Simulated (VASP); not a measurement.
# Ag in VASP: a series of runs, part 2 of 2

VASP 6.6.1. The steps go on from the part before.

## (5) Relaxation of cell and atoms, PBE

File INCAR:

```
PREC     = Accurate       # precision mode
ENCUT    = 600            # plane-wave cutoff, eV
EDIFF    = 1E-6           # SCF threshold, eV
ISMEAR   = 0              # smearing method
SIGMA    = 0.1            # smearing width, eV
LREAL    = F              # projectors in reciprocal space
LASPH    = T              # aspherical terms in the spheres
NELM     = 100            # most SCF steps
ALGO     = Normal         # electronic algorithm
ISIF     = 3              # what is computed and relaxed
LWAVE    = F              # write WAVECAR
LCHARG   = F              # write CHGCAR
GGA      = PE             # functional
IBRION   = 2              # ionic algorithm
NSW      = 100            # ionic steps
EDIFFG   = -0.01          # ionic threshold
```

File KPOINTS:

```
Automatic mesh
0
Gamma
  22 22 22
```

File POSCAR:

```
Ag
1.0
    0.0000000000      2.0756050217      2.0756050217
    2.0756050217      0.0000000000      2.0756050217
    2.0756050217      2.0756050217      0.0000000000
Ag
1
Direct
    0.5000000000      0.5000000000      0.5000000000
```

Potentials or basis: VASP PAW PBE potentials, release 64 (Ag).

Command:

```bash
$ cat potpaw_PBE.64/Ag/POTCAR > POTCAR
$ mpirun -np 1 vasp_std > vasp.out
```

OUTCAR:

```text
PREC = Accurate
   ENCUT = 600
   EDIFF = 1E-6
   ISMEAR = 0
   LREAL = F
   LASPH = T
   NELM = 100
   ISIF = 3
   GGA = PE
   IBRION = 2
   NSW = 100
   EDIFFG = -0.01

 ion  position               nearest neighbor table
   1  0.500  0.500  0.500-

  LATTYP: Found a face centered cubic cell.
 ALAT       =     4.1512100434

  Lattice vectors:

 A1 = (   0.0000000000,   2.0756050217,   2.0756050217)
 A2 = (   2.0756050217,   0.0000000000,   2.0756050217)
 A3 = (   2.0756050217,   2.0756050217,   0.0000000000)

Analysis of symmetry for initial positions (statically):
=====================================================================
 Subroutine PRICEL returns:
 Original cell was already a primitive cell.

 Routine SETGRP: Setting up the symmetry group for a
[... 245 lines left out ...]
  energy without entropy =       -2.71927947  energy(sigma->0) =       -2.71973871

 E-fermi :   7.8775     XC(G=0): -11.9515

 val. band max:        7.8439396588   @ k =   0.5000   0.2727   0.0909
 cond. band min:       7.9090830054   @ k =   0.5000   0.3636   0.1364
 fundamental gap:      0.0651433467
 Fermi energy:         7.8774527106

 k-point     1 :       0.0000    0.0000    0.0000
  band No.  band energies     occupation
      1       0.3858      2.00000
      2       3.1854      2.00000
      3       3.1854      2.00000
      4       3.1854      2.00000
      5       4.1419      2.00000
      6       4.1419      2.00000
      7      23.7620      0.00000
      8      27.0826      0.00000
      9      27.0826      0.00000
[... 265 lines left out ...]
 k-point    24 :      -0.4545    0.0455    0.0000
  band No.  band energies     occupation
      1       1.7490      2.00000
      2       3.1528      2.00000
      3       3.1961      2.00000
      4       4.7664      2.00000
      5       4.8415      2.00000
      6       7.5153      2.00000
      7      11.4814      0.00000
      8      22.9463      0.00000
      9      24.7514      0.00000

 [... further k-points ...]
[... 5 lines left out ...]
  --------------------------------------------------------------------------------------
  -------------------------------------------------------------------------------------
  Total        0.0016621      0.0016621      0.0016621     -0.0000000     -0.0000000      0.0000000
  in kB        0.1495245      0.1495245      0.1495245     -0.0000000     -0.0000000      0.0000000
  external PRESSURE =       0.1495245 kB  Pullay stress =       0.0000000 kB
[... 16 lines left out ...]
  FREE ENERGIE OF THE ION-ELECTRON SYSTEM (eV)
  ---------------------------------------------------
  free  energy   TOTEN  =        -2.7201979424 eV

  energy  without entropy=       -2.7192794676  energy(sigma->0) =       -2.71973871

 reached required accuracy - stopping structural energy minimisation
```

OSZICAR:

```text
N       E                     dE             d eps       ncg     rms          rms(c)
DAV:   1     0.471765956427E+02    0.47177E+02   -0.65171E+03  5976   0.128E+03
DAV:   2    -0.257262360016E+01   -0.49749E+02   -0.47276E+02  6032   0.212E+02
[... 16 lines left out ...]
   2 F= -.27201793E+01 E0= -.27197182E+01  d E =-.679416E-04
       N       E                     dE             d eps       ncg     rms          rms(c)
DAV:   1    -0.272074245630E+01   -0.56305E-03   -0.10188E-02  6002   0.124E+00    0.153E-01
DAV:   2    -0.272021653276E+01    0.52592E-03   -0.24176E-03  5988   0.533E-01    0.466E-02
DAV:   3    -0.272020369750E+01    0.12835E-04   -0.26084E-05  6019   0.510E-02    0.313E-02
DAV:   4    -0.272019790193E+01    0.57956E-05   -0.44978E-06  6260   0.204E-02    0.164E-03
DAV:   5    -0.272019794245E+01   -0.40516E-07   -0.61058E-08  2975   0.263E-03
   3 F= -.27201979E+01 E0= -.27197387E+01  d E =-.865821E-04
```

CONTCAR:

```text
Ag
   1.00000000000000
     0.0000000000000000    2.0727378957991172    2.0727378957991172
     2.0727378957991172    0.0000000000000000    2.0727378957991172
     2.0727378957991172    2.0727378957991172   -0.0000000000000000
  Ag
     1
Direct
     0.5000000000000000    0.5000000000000000    0.5000000000000000

  0.00000000E+00  0.00000000E+00  0.00000000E+00
```

It took 30 s on 1 thread of Intel Xeon 6975P-C (Granite Rapids), shared host; peak memory 0.2 GiB.

What came out:

| Item | Value |
| --- | --- |
| Free energy | -2.7202 eV |
| Relaxed volume | 17.81 Å³/atom |
| Relaxed cell | a = 2.931 Å, b = 2.931 Å, c = 2.931 Å, α = 60.00°, β = 60.00°, γ = 60.00° |
| Space group after relaxing (to 0.05 Å) | Fm-3m (No. 225) |
| Energy gained by relaxing | 0.1 meV/atom |
| Ionic steps | 3 |
| Pressure after relaxing | 0.0 GPa |

Final structure:
```
CELL_PARAMETERS angstrom
0.00000 2.07274 2.07274
2.07274 0.00000 2.07274
2.07274 2.07274 0.00000
ATOMIC_POSITIONS crystal
Ag 0.50000 0.50000 0.50000
```

## (6) Summary

| task | cell | k mesh | cutoff (eV) | smearing | gap on the mesh (eV) | pressure (GPa) |
| --- | --- | --- | --- | --- | --- | --- |
| single point | a = 2.935 Å, angles 60.0°, 1 atom | 8 × 8 × 8 | 520 | gaussian 0.1 eV | none | 0.2 |
| single point | a = 2.933 Å, angles 60.0°, 1 atom | 22 × 22 × 22 | 520 | gaussian 0.1 eV | none | -0.1 |
| single point | a = 2.949, b = 5.862, c = 5.071 Å, angles 125.3, 89.9, 90.1°, 4 atoms | 8 × 4 × 4 | 520 | gaussian 0.2 eV | none | 0.0 |
| relaxation of cell and atoms | relaxed from a = 2.935 Å, angles 60.0°, 1 atom | 22 × 22 × 22 | 600 | gaussian 0.1 eV | none | 0.0 |

Alike in all rows: level PBE; potentials or basis VASP PAW PBE potentials, release 64 (Ag); no spin polarisation.

Caveats: some runs use coarse meshes.

Absolute energies hang on the potentials; compare differences alone.
